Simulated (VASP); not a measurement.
A run of VASP 6.6.1 is set up as follows.

File INCAR:

```
SYSTEM = GaP
PREC     = Accurate       ! precision mode
ENCUT    = 520            ! plane-wave cutoff, eV
EDIFF    = 1E-6           ! SCF threshold, eV
ISMEAR   = -1             ! smearing method
SIGMA    = 0.05           ! smearing width, eV
LREAL    = .FALSE.        ! projectors in reciprocal space
LASPH    = .TRUE.         ! aspherical terms in the spheres
NELM     = 60             ! most SCF steps
ALGO     = Normal         ! electronic algorithm
ISIF     = 2              ! what is computed and relaxed
LWAVE    = .FALSE.        ! write WAVECAR
LCHARG   = .TRUE.         ! write CHGCAR
GGA      = PS             ! functional
LELF     = .TRUE.         ! ELF
LVHAR    = .TRUE.       
NBANDS   = 16             ! bands
```

Contents of KPOINTS:

```
regular mesh
0
G
  10 10 10
  0 0 0
```

Contents of POSCAR:

```
GaP
1.0
    0.0000000000      2.7252500000      2.7252500000
    2.7252500000      0.0000000000      2.7252500000
    2.7252500000      2.7252500000      0.0000000000
Ga P
1 1
Direct
    0.0000000000      0.0000000000      0.0000000000
    0.7500000000      0.7500000000      0.7500000000
```

Potentials or basis: VASP PAW PBE potentials, release 64 (Ga_d, P).

Command:

```bash
$ cat potpaw_PBE.64/Ga_d/POTCAR potpaw_PBE.64/P/POTCAR > POTCAR
$ mpirun -np 1 vasp_std > vasp.out
```

Q: What does it give for the band gap on the k mesh?

A: 1.48 eV (least direct gap 1.75 eV).

Q: Estimate the pressure.

A: -0.6 GPa.

Caveat: the PAW data sets were made with another functional, which shifts forces and pressure a little.

**The experiment to reproduce.**

“Stacking defects in GaP nanowires: Electronic structure and optical properties”, 2018, arxiv:1810.01194 quotes, for a bulk crystal of GaP at 10 K: band gap 2.34 eV (indirect).

A measured gap of GaP is 2.34 eV (indirect; 10 K; quoted in “Stacking defects in GaP nanowires: Electronic structure and optical properties”, 2018, arxiv:1810.01194); the calculated 1.48 eV misses it by -0.86 eV. Spin-orbit coupling on Ga is left out. The value is that of PBEsol on a finite k mesh, which can miss the band edges, without temperature or zero-point motion. Semilocal functionals fall short of measured gaps as a rule.
